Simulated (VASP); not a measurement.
# KBr (Fm-3m) in VASP: further runs

The runs below take KBr through single point, with PBEsol.

All numbers are computed with VASP 6.6.1; they aren't measurements. Logs are shortened: lines on timing, memory, paths and dates and some standing lists are left out, and cuts for length are marked.

### Step 1. The cell of the first run

It takes space group Fm-3m (No. 225, cubic). Conventional cell: a = 6.605 Å, b = 6.605 Å, c = 6.605 Å, α = 90.00°, β = 90.00°, γ = 90.00°. Within 4.3 Å of K (site symmetry m-3m) lie 6 Br at 3.30 Å. Br (site symmetry m-3m) has 6 K at 3.30 Å within 4.3 Å.

### Step 2. Single point, PBEsol

INCAR

```
SYSTEM = KBr
PREC = Accurate
ENCUT = 520
EDIFF = 1E-7
ISMEAR = 0
SIGMA = 0.05
LREAL = .False.
LASPH = .True.
NELM = 60
ALGO = Normal
ISIF = 2
LWAVE = .False.
LCHARG = .False.
GGA = PS
NBANDS = 15
```

KPOINTS

```
Automatic mesh
0
Gamma
  4 4 4
  0 0 0
```

POSCAR

```
KBr
1.0
    0.0000000000      3.3024386828      3.3024386828
    3.3024386828      0.0000000000      3.3024386828
    3.3024386828      3.3024386828      0.0000000000
K Br
1 1
Direct
    0.0000000000      0.0000000000      0.0000000000
    0.5000000000      0.5000000000      0.5000000000
```

Potentials or basis: VASP PAW PBE potentials, release 64 (K_sv, Br).

On the command line:

```bash
> cat potpaw_PBE.64/K_sv/POTCAR potpaw_PBE.64/Br/POTCAR > POTCAR
> mpirun -np 1 vasp_std > vasp.out
```

OUTCAR:

```text
SYSTEM = KBr
   PREC = Accurate
   ENCUT = 520
   EDIFF = 1E-7
   ISMEAR = 0
   LREAL = .False.
   LASPH = .True.
   NELM = 60
   ISIF = 2
   GGA = PS

 ion  position               nearest neighbor table
   1  0.000  0.000  0.000-
   2  0.500  0.500  0.500-

  LATTYP: Found a face centered cubic cell.
 ALAT       =     6.6048773656

  Lattice vectors:

 A1 = (   0.0000000000,   3.3024386828,   3.3024386828)
 A2 = (   3.3024386828,   0.0000000000,   3.3024386828)
 A3 = (   3.3024386828,   3.3024386828,   0.0000000000)

Analysis of symmetry for initial positions (statically):
=====================================================================
 Subroutine PRICEL returns:
 Original cell was already a primitive cell.

 Routine SETGRP: Setting up the symmetry group for a
 face centered cubic supercell.

 Subroutine GETGRP returns: Found 48 space group operations
 (whereof 48 operations were pure point group operations)
 out of a pool of 48 trial point group operations.

The static configuration has the point symmetry O_h .

Analysis of symmetry for dynamics (positions and initial velocities):
=====================================================================
 Subroutine PRICEL returns:
 Original cell was already a primitive cell.

 Routine SETGRP: Setting up the symmetry group for a
 face centered cubic supercell.

 Subroutine GETGRP returns: Found 48 space group operations
 (whereof 48 operations were pure point group operations)
 out of a pool of 48 trial point group operations.

The dynamic configuration has the point symmetry O_h .

 Subroutine INISYM returns: Found 48 space group operations
 (whereof 48 operations are pure point group operations),
 and found     1 'primitive' translations

----------------------------------------------------------------------------------------

                                     Primitive cell

  volume of cell :      72.0335

  direct lattice vectors                    reciprocal lattice vectors
     0.000000000  3.302438683  3.302438683    -0.151403265  0.151403265  0.151403265
     3.302438683  0.000000000  3.302438683     0.151403265 -0.151403265  0.151403265
     3.302438683  3.302438683  0.000000000     0.151403265  0.151403265 -0.151403265

  length of vectors
     4.670353574  4.670353574  4.670353574     0.262238148  0.262238148  0.262238148

  position of ions in fractional coordinates (direct lattice)
     0.000000000  0.000000000  0.000000000
     0.500000000  0.500000000  0.500000000

  ion indices of the primitive-cell ions
   primitive index   ion index
                 1           1
                 2           2

----------------------------------------------------------------------------------------

 KPOINTS: Automatic mesh

Automatic generation of k-mesh.
 Grid dimensions read from file:
 generate k-points for:    4    4    4

 Generating k-lattice:

  Cartesian coordinates                     Fractional coordinates (reciprocal lattice)
    -0.037850816  0.037850816  0.037850816     0.250000000  0.000000000  0.000000000
     0.037850816 -0.037850816  0.037850816     0.000000000  0.250000000  0.000000000
     0.037850816  0.037850816 -0.037850816     0.000000000  0.000000000  0.250000000

  Length of vectors
     0.065559537  0.065559537  0.065559537

  Shift w.r.t. Gamma in fractional coordinates (k-lattice)
     0.000000000  0.000000000  0.000000000

 Subroutine IBZKPT returns following result:
 ===========================================

 Found      8 irreducible k-points:

 Following reciprocal coordinates:
            Coordinates               Weight
  0.000000  0.000000  0.000000      1.000000
  0.250000  0.000000  0.000000      8.000000
  0.500000  0.000000  0.000000      4.000000
  0.250000  0.250000  0.000000      6.000000
  0.500000  0.250000  0.000000     24.000000
 -0.250000  0.250000  0.000000     12.000000
  0.500000  0.500000  0.000000      3.000000
 -0.250000  0.500000  0.250000      6.000000
   k-points           NKPTS =      8   k-points in BZ     NKDIM =      8   number of bands    NBANDS=     15
   number of dos      NEDOS =    301   number of ions     NIONS =      2
   total plane-waves  NPLWV =  46656
   dimension x,y,z NGX =    36 NGY =   36 NGZ =   36
   dimension x,y,z NGXF=    72 NGYF=   72 NGZF=   72
   ions per type =               1   1
   NGX,Y,Z   is equivalent  to a cutoff of  12.81, 12.81, 12.81 a.u.
   NGXF,Y,Z  is equivalent  to a cutoff of  25.63, 25.63, 25.63 a.u.
 SYSTEM =  KBr
   PREC   = accura    normal or accurate (medium, high low for compatibility)
   ISTART =      0    job   : 0-new  1-cont  2-samecut
   ICHARG =      2    charge: 1-file 2-atom 10-const
   ISPIN  =      1    spin polarized calculation?
   LNONCOLLINEAR =      F non collinear calculations
   LSORBIT =      F    spin-orbit coupling
   LASPH  =      T    aspherical Exc in radial PAW
   ENCUT  =  520.0 eV  38.22 Ry    6.18 a.u.   8.68  8.68  8.68*2*pi/ulx,y,z
   NELM   =     60;   NELMIN=  2; NELMDL= -5     # of ELM steps
   EDIFF  = 0.1E-06   stopping-criterion for ELM
   LREAL  =      F    real-space projection
   EDIFFG = 0.1E-05   stopping-criterion for IOM
   NSW    =      0    number of steps for IOM
   IBRION =     -1    ionic relax: 0-MD 1-quasi-New 2-CG
   NFREE  =      0    steps in history (QN), initial steepest desc. (CG)
   ISIF   =      2    stress and relaxation
   ISYM   =      2    0-nonsym 1-usesym 2-fastsym
   POTIM  = 0.5000    time-step for ionic-motion
   TEBEG  =    0.0;   TEEND  =   0.0 temperature during run
   PSTRESS=    0.0 pullay stress
   NELECT =      16.0000    total number of electrons
   NUPDOWN=      -1.0000    fix difference up-down
   EMIN   =  10.00;   EMAX   =-10.00  energy-range for DOS
   EFERMI =   0.00;   METHOD = LEGACY
   ISMEAR =     0;   SIGMA  =   0.05  broadening in eV -4-tet -1-fermi 0-gaus
   EFERMI_NEDOS =   21; number of points for ismear=-14 and -15
   IALGO  =     38    algorithm
   IMIX   =      4    mixing-type and parameters
     AMIX     =   0.40;   BMIX     =  1.00
     AMIX_MAG =   1.60;   BMIX_MAG =  1.00
  volume/ion in A,a.u.               =      36.02       243.05
  Fermi-wavevector in a.u.,A,eV,Ry     =   0.991448  1.873566 13.374115  0.982970
  Thomas-Fermi vector in A             =   2.123190
   LORBIT       =      0    0 simple, 1 ext, 2 COOP (PROOUT), +10 PAW based schemes
   GGA     = PS    functional components
   LHFCALC =     F    Hartree Fock is set to
   AEXX    =    0.0000 exact exchange contribution
   IVDW    =     0    specifies the selected vdW correction
   LEPSILON=     F    determine dielectric tensor
   LRPA    =     F    only Hartree local field effects (RPA)
 non-spin polarized calculation
 Gauss-broadening in eV      SIGMA  =   0.05
  energy-cutoff  :      520.00
  volume of cell :       72.03
 maximum number of plane-waves:      1964
 NGX is ok and might be reduce to    36
   NGX = 17   NGY = 17   NGZ = 17

 number of electron      15.9999997 magnetization

 Free energy of the ion-electron system (eV)
  ---------------------------------------------------
  ext. energy  EPLUGINS =         0.00000000
  ---------------------------------------------------
  free energy    TOTEN  =        -6.45804222 eV

  energy without entropy =       -6.45804222  energy(sigma->0) =       -6.45804222

 E-fermi :  -1.5252     XC(G=0):  -7.5358

 val. band max:       -1.8343263661   @ k =   0.0000   0.0000   0.0000
 cond. band min:       2.4388688379   @ k =   0.0000   0.0000   0.0000
 fundamental gap:      4.2731952039
 Fermi energy:        -1.5251651363

 k-point     1 :       0.0000    0.0000    0.0000
  band No.  band energies     occupation
      1     -29.4524      2.00000
      2     -14.1377      2.00000
      3     -12.9948      2.00000
      4     -12.9948      2.00000
      5     -12.9948      2.00000
      6      -1.8343      2.00000
      7      -1.8343      2.00000
      8      -1.8343      2.00000
      9       2.4389      0.00000
     10       5.6939      0.00000
     11       5.6939      0.00000
     12       5.6939      0.00000
     13       6.5304      0.00000
     14       6.5304      0.00000
     15       9.5520      0.00000

 k-point     2 :       0.2500    0.0000    0.0000
  band No.  band energies     occupation
      1     -29.4495      2.00000
      2     -14.2245      2.00000
      3     -12.9976      2.00000
      4     -12.9976      2.00000
      5     -12.8730      2.00000
      6      -2.5232      2.00000
      7      -2.0107      2.00000
      8      -2.0107      2.00000
      9       3.7011      0.00000
     10       5.5473      0.00000
     11       6.4008      0.00000
     12       6.4008      0.00000
     13       7.3022      0.00000
     14       7.3022      0.00000
     15      10.3229      0.00000

 k-point     3 :       0.5000    0.0000    0.0000
  band No.  band energies     occupation
      1     -29.4466      2.00000
      2     -14.2984      2.00000
      3     -13.0005      2.00000
      4     -13.0005      2.00000
      5     -12.7633      2.00000
      6      -3.0382      2.00000
      7      -2.1729      2.00000
      8      -2.1729      2.00000
      9       4.5993      0.00000
     10       6.2855      0.00000
     11       7.8840      0.00000
     12       7.8840      0.00000
     13       8.1368      0.00000
     14       8.1368      0.00000
     15       9.0321      0.00000
[... 55 lines left out ...]
 k-point     7 :       0.5000    0.5000    0.0000
  band No.  band energies     occupation
      1     -29.4449      2.00000
      2     -14.0390      2.00000
      3     -13.0884      2.00000
      4     -13.0319      2.00000
      5     -13.0319      2.00000
      6      -2.6647      2.00000
      7      -2.1248      2.00000
      8      -2.1248      2.00000
      9       3.9137      0.00000
     10       5.2483      0.00000
     11       7.4917      0.00000
     12       7.5017      0.00000
     13       7.7838      0.00000
     14       8.9350      0.00000
     15       8.9350      0.00000

 k-point     8 :      -0.2500    0.5000    0.2500
  band No.  band energies     occupation
      1     -29.4449      2.00000
      2     -14.1277      2.00000
      3     -13.0600      2.00000
      4     -13.0600      2.00000
      5     -12.9071      2.00000
      6      -2.4342      2.00000
      7      -2.4342      2.00000
      8      -2.3812      2.00000
      9       5.4372      0.00000
     10       5.4372      0.00000
     11       6.3283      0.00000
     12       7.0732      0.00000
     13       8.7785      0.00000
     14       8.9609      0.00000
     15       9.1507      0.00000

------------------------ aborting loop because EDIFF is reached ----------------------------------------

  FORCE on cell =-STRESS in cart. coord.  units (eV):
  Direction    XX          YY          ZZ          XY          YZ          ZX
  --------------------------------------------------------------------------------------
  -------------------------------------------------------------------------------------
  Total       -0.1379001     -0.1379001     -0.1379001      0.0000000      0.0000000     -0.0000000
  in kB       -3.0671909     -3.0671909     -3.0671909      0.0000000      0.0000000     -0.0000000
  external PRESSURE =      -3.0671909 kB  Pullay stress =       0.0000000 kB

 VOLUME and BASIS-vectors are now :
 -----------------------------------------------------------------------------
  energy-cutoff  :      520.00
  volume of cell :       72.03
      direct lattice vectors                 reciprocal lattice vectors
     0.000000000  3.302438683  3.302438683    -0.151403265  0.151403265  0.151403265
     3.302438683  0.000000000  3.302438683     0.151403265 -0.151403265  0.151403265
     3.302438683  3.302438683  0.000000000     0.151403265  0.151403265 -0.151403265

 POSITION                                       TOTAL-FORCE (eV/Angst)
 -----------------------------------------------------------------------------------
      0.00000      0.00000      0.00000         0.000000     -0.000000     -0.000000
      3.30244      3.30244      3.30244        -0.000000      0.000000      0.000000
 -----------------------------------------------------------------------------------
    total drift:                                0.000000      0.000000      0.000000

  FREE ENERGIE OF THE ION-ELECTRON SYSTEM (eV)
  ---------------------------------------------------
  free  energy   TOTEN  =        -6.4580422192 eV

  energy  without entropy=       -6.4580422192  energy(sigma->0) =       -6.45804222
```

Run time: 12 s. Hardware: 1 thread of Intel Xeon Platinum 8259CL at 2.50GHz (Skylake/Cascade Lake), shared host; peak memory 0.2 GiB.

Results:

* Free energy: -6.4580 eV
* Pressure: -0.3 GPa
* Band gap on the k mesh: 4.27 eV

Caveat: the PAW data sets were made with another functional, which shifts forces and pressure a little.

### Step 3. Single point, PBEsol

INCAR

```
PREC = Accurate
ENCUT = 520
EDIFF = 1E-7
ISMEAR = 0
SIGMA = 0.01
LREAL = False
LASPH = True
NELM = 80
ALGO = Normal
ISIF = 2
LWAVE = False
LCHARG = False
GGA = PS
NBANDS = 15
```

KPOINTS

```
Automatic mesh
0
Gamma
  4 4 4
```

POSCAR is that of step 2.

Potentials or basis: VASP PAW PBE potentials, release 64 (K_sv, Br).

On the command line:

```bash
> cat potpaw_PBE.64/K_sv/POTCAR potpaw_PBE.64/Br/POTCAR > POTCAR
> mpirun -np 1 vasp_std > vasp.out
```

Run time: 12 s. Hardware: 1 thread of Intel Xeon Platinum 8259CL at 2.50GHz (Skylake/Cascade Lake), shared host; peak memory 0.2 GiB.

The run converged. Its results:

- Free energy: -6.4580 eV
- Pressure: -0.3 GPa
- Band gap on the k mesh: 4.27 eV

Levels at points of the mesh, in eV from the valence-band top:
```
           k point  band 5  band 6  band 7  band 8  band 9  band 10  band 11  band 12
(0.00, 0.00, 0.00)  -11.16    0.00    0.00    0.00    4.27     7.53     7.53     7.53
(0.50, 0.00, 0.00)  -10.93   -1.20   -0.34   -0.34    6.43     8.12     9.72     9.72
(0.50, 0.50, 0.00)  -11.20   -0.83   -0.29   -0.29    5.75     7.08     9.33     9.34
```

Caveat: the PAW data sets were made with another functional, which shifts forces and pressure a little.

(Part 1 of 2 ends here.)
